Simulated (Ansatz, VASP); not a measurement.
# One calculation of NaS7, two programs

Contents of INCAR:

```
ALGO = Normal
EDIFF = 1E-6
EDIFFG = -0.04
ENCUT = 600
GGA = PE
IBRION = 2
ISIF = 3
ISMEAR = 0
LASPH = True
LCHARG = False
LREAL = False
LWAVE = False
NELM = 60
NSW = 90
PREC = Accurate
SIGMA = 0.1
```

The input KPOINTS:

```
k-points
0
Gamma
  4 4 4
```

POSCAR

```
NaS7
1.0
    0.0000000000      4.4383600400      4.4383600400
    4.4383600400      0.0000000000      4.4383600400
    4.4383600400      4.4383600400      0.0000000000
Na S
1 7
Direct
    0.0000000000      0.0000000000      0.0000000000
    0.5000000000      0.5000000000      0.5000000000
    0.5000000000      0.0000000000      0.0000000000
    0.5000000000      0.0000000000      0.5000000000
    0.0000000000      0.5000000000      0.5000000000
    0.0000000000      0.5000000000      0.0000000000
    0.5000000000      0.5000000000      0.0000000000
    0.0000000000      0.0000000000      0.5000000000
```

Input for Ansatz:

```yaml
crystal:
  lattice:
    - [0.0, 4.43836004, 4.43836004]
    - [4.43836004, 0.0, 4.43836004]
    - [4.43836004, 4.43836004, 0.0]
  atoms:
    - { symbol: Na, position: [0.0, 0.0, 0.0] }
    - { symbol: S, position: [0.5, 0.5, 0.5] }
    - { symbol: S, position: [0.5, 0.0, 0.0] }
    - { symbol: S, position: [0.5, 0.0, 0.5] }
    - { symbol: S, position: [0.0, 0.5, 0.5] }
    - { symbol: S, position: [0.0, 0.5, 0.0] }
    - { symbol: S, position: [0.5, 0.5, 0.0] }
    - { symbol: S, position: [0.0, 0.0, 0.5] }
basis:
  ecutwfc: 420
kpoints:
  mp_grid: { grid: [4, 4, 4] }
hamiltonian:
  xc: pbe
scf:
  occupations: { method: gaussian, width: 0.1 }
  lower_state_search: "off"
output:
  forces: true
  stress: true
  eigenvalues: true
relax:
  adjacent_minimum: "off"
  f_tol: 0.04
  max_steps: 70
  cell: { stress_tol: 0.4 }
```

Change from the starting cell: species swapped into the CuPt7 type (Fm-3m, No. 225).

Alike in both runs: task relaxation of cell and atoms; functional PBE; k mesh 4 × 4 × 4; occupations gaussian, width 0.1 eV; no spin polarisation.

```csv
,VASP,Ansatz
version,VASP 6.6.1,Ansatz 0.2.0
potentials or method,"VASP PAW PBE potentials, release 64 (Na_pv, S), cutoff 600 eV","scalar-relativistic, plane waves, PAW"
valence electrons in the cell,49,51
```

|  | VASP | Ansatz | Ansatz less VASP |
| --- | --- | --- | --- |
| gap on the k mesh at the Fermi level, each at its own relaxed structure (eV) | none | none | - |
| relaxed volume (Å³/atom) | 16.54 | 16.56 | +0.025 |
| relaxed length of the cell vector where the two differ most in proportion (Å) | 5.720 | 5.722 | +0.0029 |

A gap of «none» marks a metal or a gap that the smearing closes. VASP's potentials hold 49 valence electrons a cell and Ansatz's 51, so a difference there can come from the potentials and not from the codes.

Noted on VASP's run: the volume moved by over 15 % at a fixed basis, so the end points are rough.
